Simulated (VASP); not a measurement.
A run of VASP 6.6.1:

Contents of INCAR:

```
PREC     = Accurate       # precision mode
ENCUT    = 520            # plane-wave cutoff, eV
EDIFF    = 1E-6           # SCF threshold, eV
ISMEAR   = -1             # smearing method
SIGMA    = 0.1            # smearing width, eV
LREAL    = F              # projectors in reciprocal space
LASPH    = T              # aspherical terms in the spheres
NELM     = 60             # most SCF steps
ALGO     = Normal         # electronic algorithm
ISIF     = 2              # what is computed and relaxed
LWAVE    = F              # write WAVECAR
LCHARG   = F              # write CHGCAR
GGA      = PE             # functional
NBANDS   = 10             # bands
```

File KPOINTS:

```
Automatic mesh
0
Gamma
  16 16 16
```

File POSCAR:

```
Os
1.0
   -1.5865094145      1.5865094145      1.5865094145
    1.5865094145     -1.5865094145      1.5865094145
    1.5865094145      1.5865094145     -1.5865094145
Os
1
Direct
    0.0000000000      0.0000000000      0.0000000000
```

Potentials or basis: VASP PAW PBE potentials, release 64 (Os).

Launch:

```bash
$ cat potpaw_PBE.64/Os/POTCAR > POTCAR
$ mpirun -np 1 vasp_std > vasp.out
```

Hardware: 1 thread of AMD EPYC 7R13 (shared host).

**Question.** How long does it take, and how much memory?

**Answer.** It took 35 s on 1 thread of AMD EPYC 7R13, with other jobs on the host, peak memory 0.11 GiB. Counts: scf iterations 12, k points 145.
